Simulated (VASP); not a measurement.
Write the native input for VASP 6.6.1 that does the following.

- Task: single point
- Functional: PBE
- Potentials or basis: VASP PAW PBE potentials, release 64 (Zr_sv, Hf_pv, Se)
- Cutoff: 520 eV
- k mesh: 4 × 2 × 4
- Occupations: gaussian, width 0.1 eV
- Spin: no spin polarisation
- Dipole correction: no
- Further INCAR settings: ALGO = Normal; EDIFF = 1e-07; NBANDS = 59

The structure of HfZr3Se8 lies in POSCAR:

```
HfZr3Se8
1.0
    6.5668512000      0.0000000000      0.0000000000
    0.0000000000      7.5840081000      0.0000000000
   -0.0014143000      0.0000000000      6.9177989000
Zr Hf Se
3 1 8
Direct
    0.0000000000      0.5000000000      0.0000000000
    0.5000000000      0.2498560000      0.0000000000
    0.5000000000      0.7501440000      0.0000000000
    0.0000000000      0.0000000000      0.0000000000
    0.1656180000      0.2483720000      0.2284740000
    0.1656180000      0.7516280000      0.2284740000
    0.6663960000      0.5000000000      0.2290960000
    0.6691640000      0.0000000000      0.2284350000
    0.3308360000      0.0000000000      0.7715650000
    0.3336040000      0.5000000000      0.7709040000
    0.8343820000      0.2483720000      0.7715260000
    0.8343820000      0.7516280000      0.7715260000
```

The input as run:

INCAR

```
SYSTEM = HfZr3Se8
PREC = Accurate ; ENCUT = 520
EDIFF = 1E-7 ; ISMEAR = 0
SIGMA = 0.1 ; LREAL = .FALSE.
LASPH = .TRUE. ; NELM = 100
ALGO = Normal ; ISIF = 2
LWAVE = .FALSE. ; LCHARG = .FALSE.
GGA = PE ; NBANDS = 59
```

KPOINTS

```
Automatic mesh
0
G
  4 2 4
  0 0 0
```

Potentials or basis: VASP PAW PBE potentials, release 64 (Zr_sv, Hf_pv, Se).

Command:

```sh
$ cat potpaw_PBE.64/Zr_sv/POTCAR potpaw_PBE.64/Hf_pv/POTCAR potpaw_PBE.64/Se/POTCAR > POTCAR
$ mpirun -np 1 vasp_std > vasp.out
```

It gave:

```
Pressure               : 0.2 GPa
Largest force          : 0.043 eV/Å
Band gap on the k mesh : 0.40 eV (least direct gap 0.46 eV)
```

Caveat: spin-orbit coupling is left out, which moves the levels of the heavy elements; this functional lacks dispersion, which binds the layers, so the pressure and a relaxed spacing across them are unreliable.

Wall time 9.3 min on 1 thread of Intel(R) Xeon(R) Platinum 8375C CPU @ 2.90GHz (Ice Lake), with other jobs on the host, peak memory 0.6 GiB.
